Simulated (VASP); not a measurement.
Wanted: the native input for a VASP 6.6.1 run.

```yaml
Task: single point
Functional: LDA
Potentials_or_basis: VASP PAW LDA potentials, release 64 (Li_sv, Pt)
Cutoff: 520 eV
k_mesh: 9 × 9 × 12
Occupations: fermi-dirac, width 0.03 eV
Spin: no spin polarisation
Dipole_correction: no
Further_INCAR_settings: ALGO = Normal; EDIFF = 1e-07; NBANDS = 15
```

The structure of Li2Pt lies in POSCAR:

```
Li2Pt
1.0
    4.1022790069      0.0000000000      0.0000000000
   -2.0511395034      3.5526778334      0.0000000000
    0.0000000000      0.0000000000      2.6610000000
Li Pt
2 1
Direct
    0.3333333333      0.6666666667      0.5000000000
    0.6666666667      0.3333333333      0.5000000000
    0.0000000000      0.0000000000      0.0000000000
```

This cell differs from its parent crystal: equal xx and yy strain of -2 %.

These files were run (other wordings do the same):

INCAR

```
SYSTEM = Li2Pt
  ALGO = Normal
  EDIFF = 1E-7
  ENCUT = 520
  GGA = CA
  ISIF = 2
  ISMEAR = -1
  LASPH = .True.
  LCHARG = .False.
  LREAL = .False.
  LWAVE = .False.
  NBANDS = 15
  NELM = 100
  PREC = Accurate
  SIGMA = 0.03
```

KPOINTS

```
k-points
0
Gamma
  9 9 12
  0 0 0
```

Potentials or basis: VASP PAW LDA potentials, release 64 (Li_sv, Pt).

The run is started by

```sh
$ cat potpaw_LDA.64/Li_sv/POTCAR potpaw_LDA.64/Pt/POTCAR > POTCAR
$ mpirun -np 1 vasp_std > vasp.out
```

It gave:

```yaml
Band_gap_on_the_k_mesh: zero (bands 8 and 9 overlap by 1.83 eV)
```

Caveat: the cell differs from its parent crystal (equal xx and yy strain of -2 %); spin-orbit coupling is left out, which moves the levels of the heavy elements.

Wall time 27 s on 1 thread of Intel(R) Xeon(R) Platinum 8259CL CPU @ 2.50GHz (Skylake/Cascade Lake) (shared host), peak memory 0.17 GiB.
